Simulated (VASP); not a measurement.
# La (Im-3m) in VASP: notebook

Runs on La. Level: LDA. Tasks: single point.

All numbers are computed with VASP 6.6.1; they aren't measurements. Logs are shortened: lines on timing, memory, paths and dates and some standing lists are left out, and cuts for length are marked.

**1. The cell of the first run**

It takes space group Im-3m (No. 229, cubic). Conventional cell: a = 4.248 Å, b = 4.248 Å, c = 4.248 Å, α = 90.00°, β = 90.00°, γ = 90.00°. Within 4.8 Å of La (site symmetry m-3m) lie 14 La at 3.68 to 4.25 Å.

This isn't the form of La at room conditions, which is double hcp.

**2. Single point, LDA**

Contents of INCAR:

```
ALGO = Normal
EDIFF = 1E-6
ENCUT = 520
GGA = CA
ISIF = 2
ISMEAR = -1
LASPH = T
LCHARG = F
LREAL = F
LWAVE = F
NBANDS = 12
NELM = 60
PREC = Accurate
SIGMA = 0.03
```

Contents of KPOINTS:

```
k-points
0
Gamma
  11 11 11
```

Contents of POSCAR:

```
La
1.0
   -2.1238310710      2.1238310710      2.1238310710
    2.1238310710     -2.1238310710      2.1238310710
    2.1238310710      2.1238310710     -2.1238310710
La
1
Direct
    0.0000000000      0.0000000000      0.0000000000
```

Potentials or basis: VASP PAW LDA potentials, release 64 (La).

The run is started by

```
$ cat potpaw_LDA.64/La/POTCAR > POTCAR
$ mpirun -np 1 vasp_std > vasp.out
```

OUTCAR:

```text
EDIFF = 1E-6
   ENCUT = 520
   GGA = CA
   ISIF = 2
   ISMEAR = -1
   LASPH = T
   LREAL = F
   NELM = 60
   PREC = Accurate

 ion  position               nearest neighbor table
   1  0.000  0.000  0.000-

  LATTYP: Found a body centered cubic cell.
 ALAT       =     4.2476621420

  Lattice vectors:

 A1 = (  -2.1238310710,   2.1238310710,   2.1238310710)
 A2 = (   2.1238310710,  -2.1238310710,   2.1238310710)
 A3 = (   2.1238310710,   2.1238310710,  -2.1238310710)

Analysis of symmetry for initial positions (statically):
=====================================================================
 Subroutine PRICEL returns:
 Original cell was already a primitive cell.

 Routine SETGRP: Setting up the symmetry group for a
 body centered cubic supercell.

 Subroutine GETGRP returns: Found 48 space group operations
 (whereof 48 operations were pure point group operations)
 out of a pool of 48 trial point group operations.

The static configuration has the point symmetry O_h .

Analysis of symmetry for dynamics (positions and initial velocities):
=====================================================================
 Subroutine PRICEL returns:
 Original cell was already a primitive cell.

 Routine SETGRP: Setting up the symmetry group for a
 body centered cubic supercell.

 Subroutine GETGRP returns: Found 48 space group operations
 (whereof 48 operations were pure point group operations)
 out of a pool of 48 trial point group operations.

The dynamic configuration has the point symmetry O_h .

 Subroutine INISYM returns: Found 48 space group operations
 (whereof 48 operations are pure point group operations),
 and found     1 'primitive' translations

----------------------------------------------------------------------------------------

                                     Primitive cell

  volume of cell :      38.3195

  direct lattice vectors                    reciprocal lattice vectors
    -2.123831071  2.123831071  2.123831071     0.000000000  0.235423620  0.235423620
     2.123831071 -2.123831071  2.123831071     0.235423620  0.000000000  0.235423620
     2.123831071  2.123831071 -2.123831071     0.235423620  0.235423620  0.000000000

  length of vectors
     3.678583322  3.678583322  3.678583322     0.332939277  0.332939277  0.332939277

  position of ions in fractional coordinates (direct lattice)
     0.000000000  0.000000000  0.000000000

  ion indices of the primitive-cell ions
   primitive index   ion index
                 1           1

----------------------------------------------------------------------------------------

 KPOINTS: k-points

Automatic generation of k-mesh.
 Grid dimensions read from file:
 generate k-points for:   11   11   11

 Generating k-lattice:

  Cartesian coordinates                     Fractional coordinates (reciprocal lattice)
     0.000000000  0.021402147  0.021402147     0.090909091  0.000000000  0.000000000
     0.021402147  0.000000000  0.021402147     0.000000000  0.090909091  0.000000000
     0.021402147  0.021402147  0.000000000     0.000000000  0.000000000  0.090909091

  Length of vectors
     0.030267207  0.030267207  0.030267207

  Shift w.r.t. Gamma in fractional coordinates (k-lattice)
     0.000000000  0.000000000  0.000000000

 Subroutine IBZKPT returns following result:
 ===========================================

 Found     56 irreducible k-points:

 Following reciprocal coordinates:
            Coordinates               Weight
  0.000000  0.000000  0.000000      1.000000
  0.090909  0.000000  0.000000     12.000000
  0.181818  0.000000  0.000000     12.000000
  0.272727  0.000000  0.000000     12.000000
  0.363636  0.000000  0.000000     12.000000
  0.454545  0.000000  0.000000     12.000000
[... 16 lines left out ...]
  0.272727  0.181818  0.090909     48.000000
  0.363636  0.181818  0.090909     24.000000
 [... further k-points ...]
   k-points           NKPTS =     56   k-points in BZ     NKDIM =     56   number of bands    NBANDS=     12
   number of dos      NEDOS =    301   number of ions     NIONS =      1
   total plane-waves  NPLWV =  21952
   dimension x,y,z NGX =    28 NGY =   28 NGZ =   28
   dimension x,y,z NGXF=    56 NGYF=   56 NGZF=   56
   ions per type =               1
   NGX,Y,Z   is equivalent  to a cutoff of  12.65, 12.65, 12.65 a.u.
   NGXF,Y,Z  is equivalent  to a cutoff of  25.31, 25.31, 25.31 a.u.
 SYSTEM =  unknown system
   PREC   = accura    normal or accurate (medium, high low for compatibility)
   ISTART =      0    job   : 0-new  1-cont  2-samecut
   ICHARG =      2    charge: 1-file 2-atom 10-const
   ISPIN  =      1    spin polarized calculation?
   LNONCOLLINEAR =      F non collinear calculations
   LSORBIT =      F    spin-orbit coupling
   LASPH  =      T    aspherical Exc in radial PAW
   ENCUT  =  520.0 eV  38.22 Ry    6.18 a.u.   6.84  6.84  6.84*2*pi/ulx,y,z
   NELM   =     60;   NELMIN=  2; NELMDL= -5     # of ELM steps
   EDIFF  = 0.1E-05   stopping-criterion for ELM
   LREAL  =      F    real-space projection
   EDIFFG = 0.1E-04   stopping-criterion for IOM
   NSW    =      0    number of steps for IOM
   IBRION =     -1    ionic relax: 0-MD 1-quasi-New 2-CG
   NFREE  =      0    steps in history (QN), initial steepest desc. (CG)
   ISIF   =      2    stress and relaxation
   ISYM   =      2    0-nonsym 1-usesym 2-fastsym
   POTIM  = 0.5000    time-step for ionic-motion
   TEBEG  =    0.0;   TEEND  =   0.0 temperature during run
   PSTRESS=    0.0 pullay stress
   NELECT =      11.0000    total number of electrons
   NUPDOWN=      -1.0000    fix difference up-down
   EMIN   =  10.00;   EMAX   =-10.00  energy-range for DOS
   EFERMI =   0.00;   METHOD = LEGACY
   ISMEAR =    -1;   SIGMA  =   0.03  broadening in eV -4-tet -1-fermi 0-gaus
   EFERMI_NEDOS =   21; number of points for ismear=-14 and -15
   IALGO  =     38    algorithm
   IMIX   =      4    mixing-type and parameters
     AMIX     =   0.40;   BMIX     =  1.00
     AMIX_MAG =   1.60;   BMIX_MAG =  1.00
  volume/ion in A,a.u.               =      38.32       258.59
  Fermi-wavevector in a.u.,A,eV,Ry     =   1.079939  2.040788 15.868033  1.166268
  Thomas-Fermi vector in A             =   2.215917
   LORBIT       =      0    0 simple, 1 ext, 2 COOP (PROOUT), +10 PAW based schemes
   GGA     = CA    functional components
   LHFCALC =     F    Hartree Fock is set to
   AEXX    =    0.0000 exact exchange contribution
   IVDW    =     0    specifies the selected vdW correction
   LEPSILON=     F    determine dielectric tensor
   LRPA    =     F    only Hartree local field effects (RPA)
 non-spin polarized calculation
  energy-cutoff  :      520.00
  volume of cell :       38.32
 maximum number of plane-waves:      1055
   NGX = 13   NGY = 13   NGZ = 13

 number of electron      10.9999999 magnetization

 Free energy of the ion-electron system (eV)
  ---------------------------------------------------
  ext. energy  EPLUGINS =         0.00000000
  ---------------------------------------------------
  free energy    TOTEN  =        -5.36185657 eV

  energy without entropy =       -5.34784947  energy(sigma->0) =       -5.35485302

 E-fermi :   7.3506     XC(G=0):  -9.6397

 val. band max:        7.3454209000   @ k =   0.3636   0.0000   0.0000
 cond. band min:       7.3522824745   @ k =   0.2727   0.2727   0.1818
 fundamental gap:      0.0068615745
 Fermi energy:         7.3505502653

 k-point     1 :       0.0000    0.0000    0.0000
  band No.  band energies     occupation
      1     -25.4636      2.00000
      2      -8.4947      2.00000
      3      -8.4947      2.00000
      4      -8.4947      2.00000
      5       4.1423      2.00000
      6       8.6401      0.00000
      7       8.6401      0.00000
      8       8.6401      0.00000
      9       8.7844      0.00000
     10       8.7844      0.00000
     11       8.7845      0.00000
     12       9.2969      0.00000

 k-point     2 :       0.0909    0.0000    0.0000
  band No.  band energies     occupation
      1     -25.4491      2.00000
      2      -8.6094      2.00000
      3      -8.5285      2.00000
      4      -8.4960      2.00000
      5       4.3927      2.00000
      6       8.3605      0.00000
      7       8.3781      0.00000
      8       8.6351      0.00000
      9       8.8212      0.00000
     10       8.9439      0.00000
     11       8.9501      0.00000
     12       9.3307      0.00000

 k-point     3 :       0.1818    0.0000    0.0000
  band No.  band energies     occupation
      1     -25.4099      2.00000
      2      -8.9036      2.00000
      3      -8.6173      2.00000
      4      -8.4996      2.00000
      5       5.0230      2.00000
      6       7.9970      0.00000
      7       8.0003      0.00000
      8       8.6264      0.00000
      9       8.8702      0.00000
     10       9.0157      0.00000
     11       9.0696      0.00000
     12       9.2380      0.00000

 k-point     4 :       0.2727    0.0000    0.0000
  band No.  band energies     occupation
      1     -25.3579      2.00000
      2      -9.2639      2.00000
      3      -8.7302      2.00000
      4      -8.5043      2.00000
      5       5.6089      2.00000
      6       7.6286      0.00019
      7       7.9541      0.00000
      8       8.6262      0.00000
      9       8.9019      0.00000
     10       9.0150      0.00000
     11       9.1383      0.00000
     12       9.2236      0.00000

 k-point     5 :       0.3636    0.0000    0.0000
  band No.  band energies     occupation
      1     -25.3093      2.00000
      2      -9.5744      2.00000
      3      -8.8309      2.00000
      4      -8.5089      2.00000
      5       5.7046      2.00000
      6       7.3454      1.08528
      7       8.4473      0.00000
      8       8.6361      0.00000
      9       8.9220      0.00000
     10       9.0581      0.00000
     11       9.1733      0.00000
     12       9.2400      0.00000

 k-point     6 :       0.4545    0.0000    0.0000
  band No.  band energies     occupation
      1     -25.2801      2.00000
      2      -9.7510      2.00000
      3      -8.8893      2.00000
      4      -8.5116      2.00000
      5       5.6082      2.00000
      6       7.1933      1.98948
      7       8.6455      0.00000
      8       8.7219      0.00000
      9       8.9322      0.00000
     10       9.1717      0.00000
     11       9.1881      0.00000
     12       9.2675      0.00000

 k-point     7 :       0.0909    0.0909    0.0000
  band No.  band energies     occupation
      1     -25.4223      2.00000
      2      -8.8116      2.00000
      3      -8.5670      2.00000
      4      -8.5233      2.00000
      5       4.8424      2.00000
      6       8.0665      0.00000
      7       8.1066      0.00000
      8       8.6366      0.00000
      9       8.8611      0.00000
     10       9.0228      0.00000
     11       9.0230      0.00000
     12       9.2560      0.00000

 k-point     8 :       0.1818    0.0909    0.0000
  band No.  band energies     occupation
      1     -25.3766      2.00000
      2      -9.1210      2.00000
      3      -8.6752      2.00000
      4      -8.5379      2.00000
      5       5.5198      2.00000
      6       7.7265      0.00001
      7       7.8329      0.00000
      8       8.6449      0.00000
      9       8.9042      0.00000
     10       9.0229      0.00000
     11       9.0833      0.00000
     12       9.2473      0.00000
[... 166 lines left out ...]
 k-point    20 :       0.3636    0.0909    0.0909
  band No.  band energies     occupation
      1     -25.2752      2.00000
      2      -9.6651      2.00000
      3      -8.9642      2.00000
      4      -8.6169      2.00000
      5       6.1209      2.00000
      6       7.1783      1.99360
      7       8.6690      0.00000
      8       8.7862      0.00000
      9       8.9389      0.00000
     10       9.1488      0.00000
     11       9.1697      0.00000
     12       9.2465      0.00000

 k-point    21 :      -0.0909    0.0909    0.0909
  band No.  band energies     occupation
      1     -25.4349      2.00000
      2      -8.6517      2.00000
      3      -8.5627      2.00000
      4      -8.5627      2.00000
      5       4.6354      2.00000
      6       8.3407      0.00000
      7       8.3407      0.00000
      8       8.4499      0.00000
      9       8.7410      0.00000
     10       9.0292      0.00000
     11       9.0292      0.00000
     12       9.2131      0.00000

 k-point    22 :       0.1818    0.1818    0.0909
  band No.  band energies     occupation
      1     -25.3055      2.00000
      2      -9.4921      2.00000
      3      -8.8333      2.00000
      4      -8.6759      2.00000
      5       6.6371      2.00000
      6       7.3376      1.21272
      7       7.5478      0.00278
      8       8.8718      0.00000
      9       9.0022      0.00000
     10       9.0508      0.00000
     11       9.0582      0.00000
     12       9.2566      0.00000

 k-point    23 :       0.2727    0.1818    0.0909
  band No.  band energies     occupation
      1     -25.2769      2.00000
      2      -9.5544      2.00000
      3      -9.0044      2.00000
      4      -8.7101      2.00000
      5       6.6719      2.00000
      6       7.3092      1.59718
      7       8.1644      0.00000
      8       8.8939      0.00000
      9       8.9673      0.00000
     10       9.0872      0.00000
     11       9.1245      0.00000
     12       9.2578      0.00000

 k-point    24 :       0.3636    0.1818    0.0909
  band No.  band energies     occupation
      1     -25.2661      2.00000
      2      -9.5610      2.00000
      3      -9.0875      2.00000
      4      -8.7200      2.00000
      5       6.6215      2.00000
      6       7.2976      1.70741
      7       8.5752      0.00000
      8       8.8823      0.00000
      9       8.9308      0.00000
     10       9.1108      0.00000
     11       9.1839      0.00000
     12       9.2152      0.00000

 [... further k-points ...]
[... 5 lines left out ...]
  --------------------------------------------------------------------------------------
  -------------------------------------------------------------------------------------
  Total       -0.8692176     -0.8692176     -0.8692176      0.0000000      0.0000000      0.0000000
  in kB      -36.3428659    -36.3428659    -36.3428659      0.0000000      0.0000000      0.0000000
  external PRESSURE =     -36.3428659 kB  Pullay stress =       0.0000000 kB

 VOLUME and BASIS-vectors are now :
 -----------------------------------------------------------------------------
  energy-cutoff  :      520.00
  volume of cell :       38.32
      direct lattice vectors                 reciprocal lattice vectors
    -2.123831071  2.123831071  2.123831071     0.000000000  0.235423620  0.235423620
     2.123831071 -2.123831071  2.123831071     0.235423620  0.000000000  0.235423620
     2.123831071  2.123831071 -2.123831071     0.235423620  0.235423620  0.000000000

 POSITION                                       TOTAL-FORCE (eV/Angst)
 -----------------------------------------------------------------------------------
      0.00000      0.00000      0.00000        -0.000000      0.000000     -0.000000
 -----------------------------------------------------------------------------------
    total drift:                                0.000000      0.000000     -0.000000

  FREE ENERGIE OF THE ION-ELECTRON SYSTEM (eV)
  ---------------------------------------------------
  free  energy   TOTEN  =        -5.3618565716 eV

  energy  without entropy=       -5.3478494727  energy(sigma->0) =       -5.35485302
```

Run time: 31 s. Hardware: 1 thread of Oxide Virtual Turin-like, shared host; peak memory 0.13 GiB.

Results:

```
Free energy            : -5.3619 eV
Pressure               : -3.6 GPa
Band gap on the k mesh : zero (an odd number of electrons rules out a gap without spin polarisation)
```

Caveat: the cell stands under tension; spin-orbit coupling is left out, which moves the levels of the heavy elements.

[end of part 1 of 2]
